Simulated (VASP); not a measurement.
# Rh (Cmce) in VASP: single point with r2SCAN

Aim: the single point of Rh with r2SCAN.

All numbers are computed with VASP 6.6.1; they aren't measurements. Logs are shortened: lines on timing, memory, paths and dates and some standing lists are left out, and cuts for length are marked.

### Step 1. The cell of the first run

Symmetry: Cmce, No. 64, orthorhombic system. Conventional cell: a = 4.091 Å, b = 6.933 Å, c = 4.096 Å, α = 90.00°, β = 90.00°, γ = 90.00°. Rh (site symmetry m) has 7 Rh at 2.21 to 2.53 Å within 2.9 Å.

### Step 2. Single point, r2SCAN

POSCAR

```
Rh
1.0
    2.0453516453     -3.4664917326      0.0000000000
    2.0453516453      3.4664917326      0.0000000000
    0.0000000000      0.0000000000      4.0961446234
Rh
4
Direct
    0.1525000000      0.8475000000      0.0785000000
    0.6525000000      0.3475000000      0.4215000000
    0.8475000000      0.1525000000      0.9215000000
    0.3475000000      0.6525000000      0.5785000000
```

INCAR.step1

```
PREC = Accurate ; ENCUT = 520
ISMEAR = 0 ; SIGMA = 0.1
LREAL = False ; LASPH = True
NELM = 100 ; NBANDS = 38
GGA = PE ; ALGO = Normal
EDIFF = 1E-4 ; LWAVE = True
LCHARG = False
```

INCAR.step2

```
PREC = Accurate ; ENCUT = 520
EDIFF = 1E-7 ; ISMEAR = 0
SIGMA = 0.1 ; LREAL = False
LASPH = True ; NELM = 100
ALGO = Normal ; ISIF = 2
LWAVE = False ; LCHARG = False
METAGGA = R2SCAN ; LMIXTAU = True
NBANDS = 38 ; ISTART = 1
```

KPOINTS

```
regular mesh
0
Gamma
  6 6 4
```

Potentials or basis: VASP PAW PBE potentials, release 64 (Rh_pv).

Started as:

```console
$ cat potpaw_PBE.64/Rh_pv/POTCAR > POTCAR
$ cp INCAR.step1 INCAR
$ mpirun -np 1 vasp_std > vasp.out
$ cp INCAR.step2 INCAR
$ mpirun -np 1 vasp_std > vasp.out
```

OUTCAR:

```text
PREC = Accurate
   ENCUT = 520
   EDIFF = 1E-7
   ISMEAR = 0
   LREAL = False
   LASPH = True
   NELM = 100
   ISIF = 2
   METAGGA = R2SCAN
   ISTART = 1

 ion  position               nearest neighbor table
   1  0.153  0.847  0.078-   3 2.21   4 2.45   4 2.45   2 2.48   2 2.48   3 2.53   3 2.53
   2  0.653  0.347  0.422-   4 2.21   3 2.45   3 2.45   1 2.48   1 2.48   4 2.53   4 2.53
   3  0.847  0.153  0.922-   1 2.21   2 2.45   2 2.45   4 2.48   4 2.48   1 2.53   1 2.53
   4  0.347  0.653  0.578-   2 2.21   1 2.45   1 2.45   3 2.48   3 2.48   2 2.53   2 2.53

  LATTYP: Found a base centered orthorhombic cell.
 ALAT       =     4.0907032906
 B/A-ratio  =     1.6948145521
 C/A-ratio  =     1.0013301705

  Lattice vectors:

 A1 = (   2.0453516453,  -3.4664917326,   0.0000000000)
 A2 = (   2.0453516453,   3.4664917326,   0.0000000000)
 A3 = (   0.0000000000,   0.0000000000,   4.0961446234)

Analysis of symmetry for initial positions (statically):
=====================================================================
 Subroutine PRICEL returns:
 Original cell was already a primitive cell.

 Routine SETGRP: Setting up the symmetry group for a
 base centered orthorhombic supercell.

 Subroutine GETGRP returns: Found  8 space group operations
 (whereof  4 operations were pure point group operations)
 out of a pool of  8 trial point group operations.

The static configuration has the point symmetry C_2h.
 The point group associated with its full space group is D_2h.

Analysis of symmetry for dynamics (positions and initial velocities):
=====================================================================
 Subroutine PRICEL returns:
 Original cell was already a primitive cell.

 Routine SETGRP: Setting up the symmetry group for a
 base centered orthorhombic supercell.

 Subroutine GETGRP returns: Found  8 space group operations
 (whereof  4 operations were pure point group operations)
 out of a pool of  8 trial point group operations.

The dynamic configuration has the point symmetry C_2h.
 The point group associated with its full space group is D_2h.

 Subroutine INISYM returns: Found  8 space group operations
 (whereof  4 operations are pure point group operations),
 and found     1 'primitive' translations

----------------------------------------------------------------------------------------

                                     Primitive cell

  volume of cell :      58.0849

  direct lattice vectors                    reciprocal lattice vectors
     2.045351645 -3.466491733  0.000000000     0.244456742 -0.144238048  0.000000000
     2.045351645  3.466491733  0.000000000     0.244456742  0.144238048  0.000000000
     0.000000000  0.000000000  4.096144623     0.000000000  0.000000000  0.244132005

  length of vectors
     4.024925873  4.024925873  4.096144623     0.283837477  0.283837477  0.244132005

  position of ions in fractional coordinates (direct lattice)
     0.152500000  0.847500000  0.078500000
     0.652500000  0.347500000  0.421500000
     0.847500000  0.152500000  0.921500000
     0.347500000  0.652500000  0.578500000

  ion indices of the primitive-cell ions
   primitive index   ion index
                 1           1
                 2           2
                 3           3
                 4           4

----------------------------------------------------------------------------------------

 KPOINTS: regular mesh

Automatic generation of k-mesh.
 Grid dimensions read from file:
 generate k-points for:    6    6    4

 Generating k-lattice:

  Cartesian coordinates                     Fractional coordinates (reciprocal lattice)
     0.040742790 -0.024039675  0.000000000     0.166666667 -0.000000000  0.000000000
     0.040742790  0.024039675  0.000000000    -0.000000000  0.166666667  0.000000000
     0.000000000  0.000000000  0.061033001     0.000000000  0.000000000  0.250000000

  Length of vectors
     0.047306246  0.047306246  0.061033001

  Shift w.r.t. Gamma in fractional coordinates (k-lattice)
     0.000000000  0.000000000  0.000000000

 Subroutine IBZKPT returns following result:
 ===========================================

 Found     39 irreducible k-points:

 Following reciprocal coordinates:
            Coordinates               Weight
  0.000000  0.000000  0.000000      1.000000
  0.166667 -0.000000  0.000000      4.000000
  0.333333  0.000000  0.000000      4.000000
  0.500000  0.000000  0.000000      2.000000
  0.166667  0.166667  0.000000      2.000000
  0.333333  0.166667  0.000000      4.000000
[... 16 lines left out ...]
  0.333333  0.333333  0.250000      4.000000
  0.500000  0.333333  0.250000      8.000000
 [... further k-points ...]
   k-points           NKPTS =     39   k-points in BZ     NKDIM =     39   number of bands    NBANDS=     38
   number of dos      NEDOS =    301   number of ions     NIONS =      4
   total plane-waves  NPLWV =  27000
   dimension x,y,z NGX =    30 NGY =   30 NGZ =   30
   dimension x,y,z NGXF=    60 NGYF=   60 NGZF=   60
   ions per type =               4
   NGX,Y,Z   is equivalent  to a cutoff of  12.39, 12.39, 12.18 a.u.
   NGXF,Y,Z  is equivalent  to a cutoff of  24.78, 24.78, 24.35 a.u.
 SYSTEM =  unknown system
   PREC   = accura    normal or accurate (medium, high low for compatibility)
   ISTART =      1    job   : 0-new  1-cont  2-samecut
   ICHARG =      0    charge: 1-file 2-atom 10-const
   ISPIN  =      1    spin polarized calculation?
   LNONCOLLINEAR =      F non collinear calculations
   LSORBIT =      F    spin-orbit coupling
   LASPH  =      T    aspherical Exc in radial PAW
   ENCUT  =  520.0 eV  38.22 Ry    6.18 a.u.   7.48  7.48  7.62*2*pi/ulx,y,z
   NELM   =    100;   NELMIN=  2; NELMDL=  0     # of ELM steps
   EDIFF  = 0.1E-06   stopping-criterion for ELM
   LREAL  =      F    real-space projection
   EDIFFG = 0.1E-05   stopping-criterion for IOM
   NSW    =      0    number of steps for IOM
   IBRION =     -1    ionic relax: 0-MD 1-quasi-New 2-CG
   NFREE  =      0    steps in history (QN), initial steepest desc. (CG)
   ISIF   =      2    stress and relaxation
   ISYM   =      2    0-nonsym 1-usesym 2-fastsym
   POTIM  = 0.5000    time-step for ionic-motion
   TEBEG  =    0.0;   TEEND  =   0.0 temperature during run
   PSTRESS=    0.0 pullay stress
   NELECT =      60.0000    total number of electrons
   NUPDOWN=      -1.0000    fix difference up-down
   EMIN   =  10.00;   EMAX   =-10.00  energy-range for DOS
   EFERMI =   0.00;   METHOD = LEGACY
   ISMEAR =     0;   SIGMA  =   0.10  broadening in eV -4-tet -1-fermi 0-gaus
   EFERMI_NEDOS =   21; number of points for ismear=-14 and -15
   IALGO  =     38    algorithm
   IMIX   =      4    mixing-type and parameters
     AMIX     =   0.40;   BMIX     =  1.00
     AMIX_MAG =   1.60;   BMIX_MAG =  1.00
  volume/ion in A,a.u.               =      14.52        97.99
  Fermi-wavevector in a.u.,A,eV,Ry     =   1.654896  3.127300 37.262025  2.738682
  Thomas-Fermi vector in A             =   2.743085
   LORBIT       =      0    0 simple, 1 ext, 2 COOP (PROOUT), +10 PAW based schemes
   METAGGA = R2SCAN    functional components
   LHFCALC =     F    Hartree Fock is set to
   AEXX    =    0.0000 exact exchange contribution
   IVDW    =     0    specifies the selected vdW correction
   LEPSILON=     F    determine dielectric tensor
   LRPA    =     F    only Hartree local field effects (RPA)
 non-spin polarized calculation
 Gauss-broadening in eV      SIGMA  =   0.10
  energy-cutoff  :      520.00
  volume of cell :       58.08
 maximum number of plane-waves:      1581
 NGX is ok and might be reduce to    30
   NGX = 15   NGY = 15   NGZ = 15

 number of electron      59.9999987 magnetization

 Free energy of the ion-electron system (eV)
  ---------------------------------------------------
  ext. energy  EPLUGINS =         0.00000000
  ---------------------------------------------------
  free energy    TOTEN  =       -93.20383304 eV

  energy without entropy =      -93.18567523  energy(sigma->0) =      -93.19475414

 E-fermi :  11.1659     XC(G=0): -14.4847

 val. band max:       11.1525259830   @ k =   0.5000   0.0000   0.0000
 cond. band min:      11.1737828527   @ k =   0.1667  -0.0000   0.0000
 fundamental gap:      0.0212568696
 Fermi energy:        11.1658827052

 k-point     1 :       0.0000    0.0000    0.0000
  band No.  band energies     occupation
      1     -38.2727      2.00000
      2     -38.0004      2.00000
      3     -37.7810      2.00000
      4     -37.7625      2.00000
      5     -37.3755      2.00000
      6     -37.3698      2.00000
[... 30 lines left out ...]
     37      19.4800      0.00000
     38      21.1945      0.00000

 k-point     2 :       0.1667   -0.0000    0.0000
  band No.  band energies     occupation
      1     -38.2584      2.00000
      2     -38.0144      2.00000
      3     -37.7655      2.00000
      4     -37.7391      2.00000
      5     -37.5467      2.00000
      6     -37.1927      2.00000
[... 30 lines left out ...]
     37      18.5901      0.00000
     38      20.1934      0.00000

 k-point     3 :       0.3333    0.0000    0.0000
  band No.  band energies     occupation
      1     -38.2144      2.00000
      2     -38.0671      2.00000
      3     -37.7689      2.00000
      4     -37.6869      2.00000
      5     -37.5942      2.00000
      6     -37.2005      2.00000
[... 30 lines left out ...]
     37      18.4569      0.00000
     38      19.4906      0.00000

 k-point     4 :       0.5000    0.0000    0.0000
  band No.  band energies     occupation
      1     -38.1442      2.00000
      2     -38.1442      2.00000
      3     -37.7510      2.00000
      4     -37.7510      2.00000
      5     -37.3984      2.00000
      6     -37.3984      2.00000
[... 30 lines left out ...]
     37      18.6185      0.00000
     38      18.6185      0.00000
[... 703 lines left out ...]
      4     -37.5584      2.00000
      5     -37.4503      2.00000
      6     -37.4106      2.00000
[... 30 lines left out ...]
     37      20.7053      0.00000
     38      22.4546      0.00000

 k-point    23 :       0.3333    0.3333    0.2500
  band No.  band energies     occupation
      1     -38.1940      2.00000
      2     -38.1448      2.00000
      3     -37.7301      2.00000
      4     -37.5931      2.00000
      5     -37.5108      2.00000
      6     -37.2991      2.00000
[... 30 lines left out ...]
     37      17.5371      0.00000
     38      18.3620      0.00000

 k-point    24 :       0.5000    0.3333    0.2500
  band No.  band energies     occupation
      1     -38.1462      2.00000
      2     -38.1348      2.00000
      3     -37.7734      2.00000
      4     -37.6541      2.00000
      5     -37.4209      2.00000
      6     -37.3109      2.00000
[... 30 lines left out ...]
     37      18.6359      0.00000
     38      20.3167      0.00000

 [... further k-points ...]

------------------------ aborting loop because EDIFF is reached ----------------------------------------

  FORCE on cell =-STRESS in cart. coord.  units (eV):
  Direction    XX          YY          ZZ          XY          YZ          ZX
  --------------------------------------------------------------------------------------
  -------------------------------------------------------------------------------------
  Total        9.6686118     17.6065086     14.5817562      0.0000000      0.0000000      0.0000000
  in kB      266.6927889    485.6466484    402.2138149      0.0000000      0.0000000      0.0000000
  external PRESSURE =     384.8510841 kB  Pullay stress =       0.0000000 kB

 VOLUME and BASIS-vectors are now :
 -----------------------------------------------------------------------------
  energy-cutoff  :      520.00
  volume of cell :       58.08
      direct lattice vectors                 reciprocal lattice vectors
     2.045351645 -3.466491733  0.000000000     0.244456742 -0.144238048  0.000000000
     2.045351645  3.466491733  0.000000000     0.244456742  0.144238048  0.000000000
     0.000000000  0.000000000  4.096144623     0.000000000  0.000000000  0.244132005

 POSITION                                       TOTAL-FORCE (eV/Angst)
 -----------------------------------------------------------------------------------
      2.04535      2.40921      0.32155         0.000000     -0.687124     -0.366220
      2.04535     -1.05728      1.72652         0.000000     -0.687124      0.366220
      2.04535     -2.40921      3.77460         0.000000      0.687124      0.366220
      2.04535      1.05728      2.36962         0.000000      0.687124     -0.366220
 -----------------------------------------------------------------------------------
    total drift:                               -0.000000     -0.000000      0.000000

  FREE ENERGIE OF THE ION-ELECTRON SYSTEM (eV)
  ---------------------------------------------------
  free  energy   TOTEN  =       -93.2038330401 eV

  energy  without entropy=      -93.1856752325  energy(sigma->0) =      -93.19475414
```

Wall time 6.9 min (1 thread of AMD EPYC 7R13, shared host); peak memory 0.17 GiB.

What came out:

```yaml
Free_energy: -93.2038 eV
Pressure: 38.5 GPa
Largest_force: 0.779 eV/Å
Band_gap_on_the_k_mesh: zero (bands 30 and 31 overlap by 0.35 eV)
```

Forces in eV/Å, atoms in the order of the input:
```
Rh   0.000 -0.687 -0.366
Rh   0.000 -0.687  0.366
Rh   0.000  0.687  0.366
Rh   0.000  0.687 -0.366
```

Stress tensor (GPa, compression positive):
```
26.67  0.00  0.00
 0.00 48.56  0.00
 0.00  0.00 40.22
```

Levels at points of the mesh, in eV from the Fermi level:
```
           k point  band 28  band 29  band 30  band 31  band 32  band 33
(0.00, 0.00, 0.00)    -1.43    -1.39     0.09     0.25     1.10     1.11
(0.50, 0.00, 0.00)    -0.90    -0.74    -0.74    -0.01    -0.01     1.12
(0.50, 0.50, 0.00)    -0.81    -0.25    -0.21    -0.02     0.52     1.05
(0.00, 0.00, 0.50)    -2.23    -0.88    -0.88     0.44     0.44     0.84
(0.50, 0.00, 0.50)    -1.20    -0.08    -0.08     0.35     0.35     1.44
(0.50, 0.50, 0.50)    -1.70    -0.04    -0.04     0.39     0.39     1.63
```

Caveat: the k points lie up to 0.38 Å⁻¹ apart; the PAW data sets were made with another functional, which shifts forces and pressure a little.
